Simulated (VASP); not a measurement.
Set up this calculation in VASP 6.6.1, as the native input.

```
Task                   : relaxation of cell and atoms
Functional             : PBEsol
Potentials or basis    : VASP PAW PBE potentials, release 64 (Cu)
Cutoff                 : 600 eV
k mesh                 : 6 × 6 × 6
Occupations            : fermi-dirac, width 0.1 eV
Spin                   : no spin polarisation
Dipole correction      : no
Further INCAR settings : ALGO = Normal; EDIFF = 1e-06; IBRION = 2; EDIFFG = -0.01; NSW = 80; ISIF = 3
```

The structure of Cu lies in POSCAR:

```
Cu
1.0
    4.5545641985      0.0000000000      0.0000000000
    0.0000000000      4.5545641985      0.0000000000
    0.0000000000      0.0000000000      4.5545641985
Cu
8
Direct
    0.0000000000      0.0000000000      0.0000000000
    0.5000000000      0.5000000000      0.5000000000
    0.2500000000      0.0000000000      0.5000000000
    0.7500000000      0.0000000000      0.5000000000
    0.5000000000      0.2500000000      0.0000000000
    0.5000000000      0.7500000000      0.0000000000
    0.0000000000      0.5000000000      0.2500000000
    0.0000000000      0.5000000000      0.7500000000
```

These files were run (other wordings do the same):

INCAR

```
SYSTEM = Cu
PREC = Accurate
ENCUT = 600
EDIFF = 1E-6
ISMEAR = -1
SIGMA = 0.1
LREAL = .False.
LASPH = .True.
NELM = 80
ALGO = Normal
ISIF = 3
LWAVE = .False.
LCHARG = .False.
GGA = PS
IBRION = 2
NSW = 80
EDIFFG = -0.01
```

KPOINTS

```
Automatic mesh
0
Gamma
  6 6 6
  0 0 0
```

Potentials or basis: VASP PAW PBE potentials, release 64 (Cu).

The run is started by

```sh
$ cat potpaw_PBE.64/Cu/POTCAR > POTCAR
$ mpirun -np 1 vasp_std > vasp.out
```

It gave:

| Property | Result |
| --- | --- |
| Relaxed volume | 11.66 Å³/atom |
| Relaxed cell | a = 4.536 Å, b = 4.536 Å, c = 4.536 Å, α = 90.00°, β = 90.00°, γ = 90.00° |
| Space group after relaxing (to 0.1 Å) | Pm-3n (No. 223) |
| Energy gained by relaxing | 0.8 meV/atom |
| Ionic steps | 3 |
| Pressure after relaxing | 0.0 GPa |
| Band gap on the k mesh | zero (bands 44 and 45 overlap by 1.75 eV) |

Caveat: the PAW data sets were made with another functional, which shifts forces and pressure a little.

Run time: 4.2 min on 1 thread of Intel(R) Xeon(R) Platinum 8488C (Sapphire Rapids) (shared host), peak memory 0.25 GiB.
